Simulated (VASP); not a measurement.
Set up this calculation in VASP 6.6.1, as the native input.

```
Task                   : single point
Functional             : PBE
Potentials or basis    : VASP PAW PBE potentials, release 64 (Ag, Cl)
Cutoff                 : 520 eV
k mesh                 : 8 × 8 × 8
Occupations            : gaussian, width 0.05 eV
Spin                   : no spin polarisation
Dipole correction      : no
Further INCAR settings : ALGO = Normal; EDIFF = 1e-07; NBANDS = 16
```

The structure of AgCl lies in POSCAR:

```
AgCl
1.0
    0.0000000000      2.9182637648      3.0305046789
    2.9182637648      0.0000000000      3.0305046789
    2.9182637648      2.9182637648      0.0000000000
Ag Cl
1 1
Direct
    0.5000000000      0.5000000000      0.5000000000
    0.0000000000      0.0000000000      0.0000000000
```

This cell differs from its parent crystal: strain +0.040 along x and y, +0.080 along z.

These files were run (other wordings do the same):

INCAR

```
PREC     = Accurate       # precision mode
ENCUT    = 520            # plane-wave cutoff, eV
EDIFF    = 1E-7           # SCF threshold, eV
ISMEAR   = 0              # smearing method
SIGMA    = 0.05           # smearing width, eV
LREAL    = False          # projectors in reciprocal space
LASPH    = True           # aspherical terms in the spheres
NELM     = 60             # most SCF steps
ALGO     = Normal         # electronic algorithm
ISIF     = 2              # what is computed and relaxed
LWAVE    = False          # write WAVECAR
LCHARG   = False          # write CHGCAR
GGA      = PE             # functional
NBANDS   = 16             # bands
```

KPOINTS

```
regular mesh
0
Gamma
  8 8 8
```

Potentials or basis: VASP PAW PBE potentials, release 64 (Ag, Cl).

Launch:

```console
$ cat potpaw_PBE.64/Ag/POTCAR potpaw_PBE.64/Cl/POTCAR > POTCAR
$ mpirun -np 1 vasp_std > vasp.out
```

It gave:

```json
{
  "Pressure": "-4.4 GPa",
  "Band gap on the k mesh": "0.93 eV, indirect (least direct gap 2.55 eV)"
}
```

Caveat: the cell differs from its parent crystal (strain +0.040 along x and y, +0.080 along z).

It took 21 s on 1 thread of Intel Xeon 6975P-C, on a shared host, peak memory 0.2 GiB.
